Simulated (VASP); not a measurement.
# Sr (Fm-3m) in VASP: notebook

Sr is run at these levels: LDA; tasks: single point, relaxation of volume and atoms at fixed shape.

All numbers are computed with VASP 6.6.1; they aren't measurements. Logs are shortened: lines on timing, memory, paths and dates and some standing lists are left out, and cuts for length are marked.

**1. The cell of the first run**

The structure is cubic, space group Fm-3m (No. 225). The conventional cell has a = 5.791 Å, b = 5.791 Å, c = 5.791 Å, α = 90.00°, β = 90.00°, γ = 90.00°. Sr (site symmetry m-3m) has 12 Sr at 4.10 Å within 5.4 Å.

**2. Single point, LDA**

File INCAR:

```
SYSTEM = Sr
ALGO = Normal ; EDIFF = 1E-7
ENCUT = 520 ; ISIF = 2
ISMEAR = 0 ; LASPH = .TRUE.
LCHARG = .TRUE. ; LELF = .TRUE.
LREAL = .FALSE. ; LVHAR = .TRUE.
LWAVE = .FALSE. ; NBANDS = 11
NELM = 60 ; PREC = Accurate
SIGMA = 0.1
```

File KPOINTS:

```
k-points
0
G
  13 13 13
  0 0 0
```

File POSCAR:

```
Sr
1.0
    0.0000000000      2.8956834811      2.8956834811
    2.8956834811      0.0000000000      2.8956834811
    2.8956834811      2.8956834811      0.0000000000
Sr
1
Direct
    0.0000000000      0.0000000000      0.0000000000
```

Potentials or basis: VASP PAW LDA potentials, release 64 (Sr_sv).

Launch:

```sh
$ cat potpaw_LDA.64/Sr_sv/POTCAR > POTCAR
$ mpirun -np 1 vasp_std > vasp.out
```

OUTCAR:

```text
SYSTEM = Sr
   EDIFF = 1E-7
   ENCUT = 520
   ISIF = 2
   ISMEAR = 0
   LASPH = .TRUE.
   LREAL = .FALSE.
   NELM = 60
   PREC = Accurate

 ion  position               nearest neighbor table
   1  0.000  0.000  0.000-

  LATTYP: Found a face centered cubic cell.
 ALAT       =     5.7913669622

  Lattice vectors:

 A1 = (   0.0000000000,   2.8956834811,   2.8956834811)
 A2 = (   2.8956834811,   0.0000000000,   2.8956834811)
 A3 = (   2.8956834811,   2.8956834811,   0.0000000000)

Analysis of symmetry for initial positions (statically):
=====================================================================
 Subroutine PRICEL returns:
 Original cell was already a primitive cell.

 Routine SETGRP: Setting up the symmetry group for a
 face centered cubic supercell.

 Subroutine GETGRP returns: Found 48 space group operations
 (whereof 48 operations were pure point group operations)
 out of a pool of 48 trial point group operations.

The static configuration has the point symmetry O_h .

Analysis of symmetry for dynamics (positions and initial velocities):
=====================================================================
 Subroutine PRICEL returns:
 Original cell was already a primitive cell.

 Routine SETGRP: Setting up the symmetry group for a
 face centered cubic supercell.

 Subroutine GETGRP returns: Found 48 space group operations
 (whereof 48 operations were pure point group operations)
 out of a pool of 48 trial point group operations.

The dynamic configuration has the point symmetry O_h .

 Subroutine INISYM returns: Found 48 space group operations
 (whereof 48 operations are pure point group operations),
 and found     1 'primitive' translations

----------------------------------------------------------------------------------------

                                     Primitive cell

  volume of cell :      48.5605

  direct lattice vectors                    reciprocal lattice vectors
     0.000000000  2.895683481  2.895683481    -0.172670806  0.172670806  0.172670806
     2.895683481  0.000000000  2.895683481     0.172670806 -0.172670806  0.172670806
     2.895683481  2.895683481  0.000000000     0.172670806  0.172670806 -0.172670806

  length of vectors
     4.095114851  4.095114851  4.095114851     0.299074609  0.299074609  0.299074609

  position of ions in fractional coordinates (direct lattice)
     0.000000000  0.000000000  0.000000000

  ion indices of the primitive-cell ions
   primitive index   ion index
                 1           1

----------------------------------------------------------------------------------------

 KPOINTS: k-points

Automatic generation of k-mesh.
 Grid dimensions read from file:
 generate k-points for:   13   13   13

 Generating k-lattice:

  Cartesian coordinates                     Fractional coordinates (reciprocal lattice)
    -0.013282370  0.013282370  0.013282370     0.076923077  0.000000000  0.000000000
     0.013282370 -0.013282370  0.013282370     0.000000000  0.076923077  0.000000000
     0.013282370  0.013282370 -0.013282370     0.000000000  0.000000000  0.076923077

  Length of vectors
     0.023005739  0.023005739  0.023005739

  Shift w.r.t. Gamma in fractional coordinates (k-lattice)
     0.000000000  0.000000000  0.000000000

 Subroutine IBZKPT returns following result:
 ===========================================

 Found     84 irreducible k-points:

 Following reciprocal coordinates:
            Coordinates               Weight
  0.000000  0.000000  0.000000      1.000000
  0.076923  0.000000  0.000000      8.000000
  0.153846  0.000000  0.000000      8.000000
  0.230769  0.000000  0.000000      8.000000
  0.307692  0.000000  0.000000      8.000000
  0.384615  0.000000  0.000000      8.000000
[... 16 lines left out ...]
  0.384615  0.153846  0.000000     24.000000
  0.461538  0.153846  0.000000     24.000000
 [... further k-points ...]
   k-points           NKPTS =     84   k-points in BZ     NKDIM =     84   number of bands    NBANDS=     11
   number of dos      NEDOS =    301   number of ions     NIONS =      1
   total plane-waves  NPLWV =  27000
   dimension x,y,z NGX =    30 NGY =   30 NGZ =   30
   dimension x,y,z NGXF=    60 NGYF=   60 NGZF=   60
   ions per type =               1
   NGX,Y,Z   is equivalent  to a cutoff of  12.18, 12.18, 12.18 a.u.
   NGXF,Y,Z  is equivalent  to a cutoff of  24.36, 24.36, 24.36 a.u.
 SYSTEM =  Sr
   PREC   = accura    normal or accurate (medium, high low for compatibility)
   ISTART =      0    job   : 0-new  1-cont  2-samecut
   ICHARG =      2    charge: 1-file 2-atom 10-const
   ISPIN  =      1    spin polarized calculation?
   LNONCOLLINEAR =      F non collinear calculations
   LSORBIT =      F    spin-orbit coupling
   LASPH  =      T    aspherical Exc in radial PAW
   ENCUT  =  520.0 eV  38.22 Ry    6.18 a.u.   7.61  7.61  7.61*2*pi/ulx,y,z
   NELM   =     60;   NELMIN=  2; NELMDL= -5     # of ELM steps
   EDIFF  = 0.1E-06   stopping-criterion for ELM
   LREAL  =      F    real-space projection
   EDIFFG = 0.1E-05   stopping-criterion for IOM
   NSW    =      0    number of steps for IOM
   IBRION =     -1    ionic relax: 0-MD 1-quasi-New 2-CG
   NFREE  =      0    steps in history (QN), initial steepest desc. (CG)
   ISIF   =      2    stress and relaxation
   ISYM   =      2    0-nonsym 1-usesym 2-fastsym
   POTIM  = 0.5000    time-step for ionic-motion
   TEBEG  =    0.0;   TEEND  =   0.0 temperature during run
   PSTRESS=    0.0 pullay stress
   NELECT =      10.0000    total number of electrons
   NUPDOWN=      -1.0000    fix difference up-down
   EMIN   =  10.00;   EMAX   =-10.00  energy-range for DOS
   EFERMI =   0.00;   METHOD = LEGACY
   ISMEAR =     0;   SIGMA  =   0.10  broadening in eV -4-tet -1-fermi 0-gaus
   EFERMI_NEDOS =   21; number of points for ismear=-14 and -15
   IALGO  =     38    algorithm
   IMIX   =      4    mixing-type and parameters
     AMIX     =   0.40;   BMIX     =  1.00
     AMIX_MAG =   1.60;   BMIX_MAG =  1.00
  volume/ion in A,a.u.               =      48.56       327.70
  Fermi-wavevector in a.u.,A,eV,Ry     =   0.966749  1.826891 12.716055  0.934604
  Thomas-Fermi vector in A             =   2.096577
   LORBIT       =      0    0 simple, 1 ext, 2 COOP (PROOUT), +10 PAW based schemes
   GGA     = CA    functional components
   LHFCALC =     F    Hartree Fock is set to
   AEXX    =    0.0000 exact exchange contribution
   IVDW    =     0    specifies the selected vdW correction
   LEPSILON=     F    determine dielectric tensor
   LRPA    =     F    only Hartree local field effects (RPA)
 non-spin polarized calculation
 Gauss-broadening in eV      SIGMA  =   0.10
  energy-cutoff  :      520.00
  volume of cell :       48.56
 maximum number of plane-waves:      1325
   NGX = 15   NGY = 15   NGZ = 15

 number of electron      10.0000000 magnetization

 Free energy of the ion-electron system (eV)
  ---------------------------------------------------
  ext. energy  EPLUGINS =         0.00000000
  ---------------------------------------------------
  free energy    TOTEN  =        -1.89991102 eV

  energy without entropy =       -1.89504908  energy(sigma->0) =       -1.89748005

 E-fermi :   1.8955     XC(G=0):  -7.9565

 val. band max:        1.8877280774   @ k =  -0.3846   0.3077   0.0000
 cond. band min:       1.9311214617   @ k =  -0.3846   0.3077   0.0769
 fundamental gap:      0.0433933843
 Fermi energy:         1.8954601916

 k-point     1 :       0.0000    0.0000    0.0000
  band No.  band energies     occupation
      1     -34.3641      2.00000
      2     -16.3166      2.00000
      3     -16.3166      2.00000
      4     -16.3166      2.00000
      5      -1.9841      2.00000
      6       4.2333      0.00000
      7       4.2333      0.00000
      8       4.2333      0.00000
      9       5.9007      0.00000
     10       5.9007      0.00000
     11       9.4185      0.00000

 k-point     2 :       0.0769    0.0000    0.0000
  band No.  band energies     occupation
      1     -34.3626      2.00000
      2     -16.3352      2.00000
      3     -16.3190      2.00000
      4     -16.3190      2.00000
      5      -1.8752      2.00000
      6       4.0727      0.00000
      7       4.2860      0.00000
      8       4.2860      0.00000
      9       5.8295      0.00000
     10       5.8295      0.00000
     11       9.6988      0.00000

 k-point     3 :       0.1538    0.0000    0.0000
  band No.  band energies     occupation
      1     -34.3585      2.00000
      2     -16.3862      2.00000
      3     -16.3257      2.00000
      4     -16.3257      2.00000
      5      -1.5599      2.00000
      6       3.6874      0.00000
      7       4.3984      0.00000
      8       4.3984      0.00000
      9       5.7115      0.00000
     10       5.7115      0.00000
     11      10.0673      0.00000

 k-point     4 :       0.2308    0.0000    0.0000
  band No.  band energies     occupation
      1     -34.3528      2.00000
      2     -16.4569      2.00000
      3     -16.3350      2.00000
      4     -16.3350      2.00000
      5      -1.0724      2.00000
      6       3.2347      0.00000
      7       4.4291      0.00000
      8       4.4291      0.00000
      9       5.7772      0.00000
     10       5.7772      0.00000
     11       9.3973      0.00000
[... 239 lines left out ...]
 k-point    22 :       0.3077    0.1538    0.0000
  band No.  band energies     occupation
      1     -34.3469      2.00000
      2     -16.4901      2.00000
      3     -16.3637      2.00000
      4     -16.3622      2.00000
      5      -0.5457      2.00000
      6       2.9066      0.00000
      7       4.0087      0.00000
      8       4.7023      0.00000
      9       5.3907      0.00000
     10       6.4855      0.00000
     11       9.8244      0.00000

 k-point    23 :       0.3846    0.1538    0.0000
  band No.  band energies     occupation
      1     -34.3416      2.00000
      2     -16.5474      2.00000
      3     -16.3771      2.00000
      4     -16.3715      2.00000
      5       0.0573      2.00000
      6       2.5827      0.00000
      7       3.7199      0.00000
      8       4.6036      0.00000
      9       5.9614      0.00000
     10       6.8727      0.00000
     11       8.9170      0.00000

 k-point    24 :       0.4615    0.1538    0.0000
  band No.  band energies     occupation
      1     -34.3376      2.00000
      2     -16.5886      2.00000
      3     -16.3922      2.00000
      4     -16.3743      2.00000
      5       0.6464      2.00000
      6       2.2686      0.00000
      7       3.5860      0.00000
      8       4.4762      0.00000
      9       6.5723      0.00000
     10       7.1545      0.00000
     11       8.1205      0.00000

 [... further k-points ...]

------------------------ aborting loop because EDIFF is reached ----------------------------------------

  FORCE on cell =-STRESS in cart. coord.  units (eV):
  Direction    XX          YY          ZZ          XY          YZ          ZX
  --------------------------------------------------------------------------------------
  -------------------------------------------------------------------------------------
  Total        0.0007832      0.0007832      0.0007832      0.0000000      0.0000000      0.0000000
  in kB        0.0258408      0.0258408      0.0258408      0.0000000      0.0000000      0.0000000
  external PRESSURE =       0.0258408 kB  Pullay stress =       0.0000000 kB

 VOLUME and BASIS-vectors are now :
 -----------------------------------------------------------------------------
  energy-cutoff  :      520.00
  volume of cell :       48.56
      direct lattice vectors                 reciprocal lattice vectors
     0.000000000  2.895683481  2.895683481    -0.172670806  0.172670806  0.172670806
     2.895683481  0.000000000  2.895683481     0.172670806 -0.172670806  0.172670806
     2.895683481  2.895683481  0.000000000     0.172670806  0.172670806 -0.172670806

 POSITION                                       TOTAL-FORCE (eV/Angst)
 -----------------------------------------------------------------------------------
      0.00000      0.00000      0.00000         0.000000     -0.000000     -0.000000
 -----------------------------------------------------------------------------------
    total drift:                               -0.000000     -0.000000      0.000000

  FREE ENERGIE OF THE ION-ELECTRON SYSTEM (eV)
  ---------------------------------------------------
  free  energy   TOTEN  =        -1.8999110196 eV

  energy  without entropy=       -1.8950490763  energy(sigma->0) =       -1.89748005
```

It took 17 s on 1 thread of Intel Xeon 6975P-C (Granite Rapids), shared host; peak memory 0.17 GiB.

Results:

| Property | Result |
| --- | --- |
| Free energy | -1.8999 eV |
| Pressure | 0.0 GPa |

**3. Relaxation of volume and atoms at fixed shape, LDA**

This run uses another cell than the first one, of 56.32 Å³/atom.

File INCAR:

```
SYSTEM = Sr
  PREC = Accurate
  ENCUT = 600
  EDIFF = 1E-6
  ISMEAR = 0
  SIGMA = 0.1
  LREAL = .FALSE.
  LASPH = .TRUE.
  NELM = 100
  ALGO = Normal
  ISIF = 8
  LWAVE = .FALSE.
  LCHARG = .FALSE.
  IBRION = 2
  NSW = 80
  EDIFFG = -0.03
```

File KPOINTS:

```
Automatic mesh
0
G
  13 13 13
  0 0 0
```

File POSCAR:

```
Sr
1.0
    0.0000000000      3.0423500000      3.0423500000
    3.0423500000      0.0000000000      3.0423500000
    3.0423500000      3.0423500000      0.0000000000
Sr
1
Direct
    0.0000000000      0.0000000000      0.0000000000
```

Potentials or basis: VASP PAW LDA potentials, release 64 (Sr_sv).

Launch:

```sh
$ cat potpaw_LDA.64/Sr_sv/POTCAR > POTCAR
$ mpirun -np 1 vasp_std > vasp.out
```

OUTCAR:

```text
SYSTEM = Sr
   PREC = Accurate
   ENCUT = 600
   EDIFF = 1E-6
   ISMEAR = 0
   LREAL = .FALSE.
   LASPH = .TRUE.
   NELM = 100
   ISIF = 8
   IBRION = 2
   NSW = 80
   EDIFFG = -0.03

 ion  position               nearest neighbor table
   1  0.000  0.000  0.000-

  LATTYP: Found a face centered cubic cell.
 ALAT       =     6.0847000000

  Lattice vectors:

 A1 = (   0.0000000000,   3.0423500000,   3.0423500000)
 A2 = (   3.0423500000,   0.0000000000,   3.0423500000)
 A3 = (   3.0423500000,   3.0423500000,   0.0000000000)

Analysis of symmetry for initial positions (statically):
=====================================================================
 Subroutine PRICEL returns:
 Original cell was already a primitive cell.
[... 253 lines left out ...]
 fundamental gap:      0.0418100201
 Fermi energy:         1.8854903266

 k-point     1 :       0.0000    0.0000    0.0000
  band No.  band energies     occupation
      1     -34.3774      2.00000
      2     -16.3314      2.00000
      3     -16.3314      2.00000
      4     -16.3314      2.00000
      5      -1.9901      2.00000
      6       4.2206      0.00000
      7       4.2206      0.00000
      8       4.2206      0.00000
      9       5.8831      0.00000
[... 265 lines left out ...]
 k-point    24 :       0.4615    0.1538    0.0000
  band No.  band energies     occupation
      1     -34.3512      2.00000
      2     -16.6009      2.00000
      3     -16.4063      2.00000
      4     -16.3885      2.00000
      5       0.6363      2.00000
      6       2.2571      0.00000
      7       3.5746      0.00000
      8       4.4627      0.00000
      9       6.5522      0.00000

 [... further k-points ...]

------------------------ aborting loop because EDIFF is reached ----------------------------------------

  FORCE on cell =-STRESS in cart. coord.  units (eV):
  Direction    XX          YY          ZZ          XY          YZ          ZX
  --------------------------------------------------------------------------------------
  -------------------------------------------------------------------------------------
  Total       -0.0188750     -0.0188750     -0.0188750     -0.0000000      0.0000000     -0.0000000
  in kB       -0.6210820     -0.6210820     -0.6210820     -0.0000000      0.0000000     -0.0000000
  external PRESSURE =      -0.6210820 kB  Pullay stress =       0.0000000 kB
[... 16 lines left out ...]
  FREE ENERGIE OF THE ION-ELECTRON SYSTEM (eV)
  ---------------------------------------------------
  free  energy   TOTEN  =        -1.9001061453 eV

  energy  without entropy=       -1.8952133284  energy(sigma->0) =       -1.89765974

 reached required accuracy - stopping structural energy minimisation
```

CONTCAR:

```text
Sr
   1.00000000000000
     0.0000000000000000    2.8982735179763846    2.8982735179763846
     2.8982735179763846    0.0000000000000000    2.8982735179763846
     2.8982735179763846    2.8982735179763846    0.0000000000000000
  Sr
     1
Direct
     0.0000000000000000    0.0000000000000000    0.0000000000000000

  0.00000000E+00  0.00000000E+00  0.00000000E+00
```

It took 38 s on 1 thread of Intel Xeon 6975P-C (Granite Rapids), shared host; peak memory 0.2 GiB.

What came out:

```
Free energy                           : -1.9001 eV
Relaxed volume                        : 48.69 Å³/atom
Relaxed cell                          : a = 4.099 Å, b = 4.099 Å, c = 4.099 Å, α = 60.00°, β = 60.00°, γ = 60.00°
Space group after relaxing (to 0.1 Å) : Fm-3m (No. 225)
Energy gained by relaxing             : 43.2 meV/atom
Ionic steps                           : 3
Pressure after relaxing               : -0.1 GPa
```

Step by step:
```
step  energy change (eV)  largest force (eV/Å)  pressure (GPa)  volume (Å³)
   1              0.0000                0.0000           -1.60        56.32
   2             -0.0344                0.0000           -0.83        51.86
   3             -0.0432                0.0000           -0.06        48.69
```

Final structure:
```xyz
1
Lattice="0.0000 2.8983 2.8983 2.8983 0.0000 2.8983 2.8983 2.8983 0.0000" Properties=species:S:1:pos:R:3 pbc="T T T"
Sr    0.0000    0.0000    0.0000
```

Levels at points of the mesh, in eV from the Fermi level:
| k point | band 1 | band 2 | band 3 | band 4 | band 5 | band 6 | band 7 | band 8 | band 9 |
| --- | --- | --- | --- | --- | --- | --- | --- | --- | --- |
| (0.00, 0.00, 0.00) | -36.26 | -18.22 | -18.22 | -18.22 | -3.88 | 2.34 | 2.34 | 2.34 | 4.00 |
